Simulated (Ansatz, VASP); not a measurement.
**InP in VASP and in Ansatz**

```
In P
1.0
     2.95367    2.95367    0.00000
    -2.95367    2.95367    0.00000
     0.00000    2.95367    2.95367
In P
1 1
Cartesian
  0.0000 0.0000 0.0000
  1.4768 4.4305 1.4768
```

Alike in both runs: functional r2SCAN; k mesh 12 × 12 × 12; occupations fermi-dirac, width 0.08 eV; no spin polarisation.

Ansatz relaxed the structure, and its values are those at the end. VASP's run is a single point on that final structure, the one shown.

|  | VASP | Ansatz |
| --- | --- | --- |
| version | VASP 6.6.1 | Ansatz 0.2.0 |
| potentials or method | VASP PAW PBE potentials, release 64 (In_d, P) | PAW with Ansatz's default frozen-core files, scalar-relativistic |
| plane-wave cutoff (eV) | 520 | 500 |
| valence electrons in the cell | 18 | 18 |

VASP gave:

| Property | Result |
| --- | --- |
| pressure (GPa) | -0.1 |

What did Ansatz give for the same quantities?

Pressure (GPa): 0.0.

VASP's potentials were made for PBE, not for r2SCAN.
